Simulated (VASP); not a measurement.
## W: elastic constants with PBE

The system is W.

```xyz
1
Lattice="-1.5786 1.5786 1.5786 1.5786 -1.5786 1.5786 1.5786 1.5786 -1.5786" Properties=species:S:1:pos:R:3 pbc="T T T"
W     0.0000    0.0000    0.0000
```

* Program: VASP 6.6.1
* Task: elastic constants
* Functional: PBE
* Potentials or basis: VASP PAW PBE potentials, release 64 (W_sv)
* Cutoff: 600 eV
* k mesh: 20 × 20 × 20
* Occupations: fermi-dirac, width 0.15 eV
* Spin: no spin polarisation
* Dipole correction: no
* Ions in elastic constants: relaxed
* Further INCAR settings: ALGO = Normal; EDIFF = 1e-08; NBANDS = 13; IBRION = 6; POTIM = 0.015; NSW = 1; ISIF = 3

```yaml
Elastic_constants_C11_C12_C44: 559, 219, 160 GPa
Voigt_bulk_modulus: 332 GPa
```

Elastic tensor in Voigt notation (GPa, in the Cartesian axes of the cell as first typed):
```
559 219 219   0   0   0
219 559 219   0   0   0
219 219 559   0   0   0
  0   0   0 160   0   0
  0   0   0   0 160   0
  0   0   0   0   0 160
```

Clamped-ion elastic tensor (GPa):
```
559 219 219   0   0   0
219 559 219   0   0   0
219 219 559   0   0   0
  0   0   0 160   0   0
  0   0   0   0 160   0
  0   0   0   0   0 160
```

Run time: 25 min on 1 thread of AMD EPYC 9R45 96-Core Processor (Zen 5), on a shared host, peak memory 0.86 GiB.

Caveat: the cell is under stress, which shifts elastic constants.
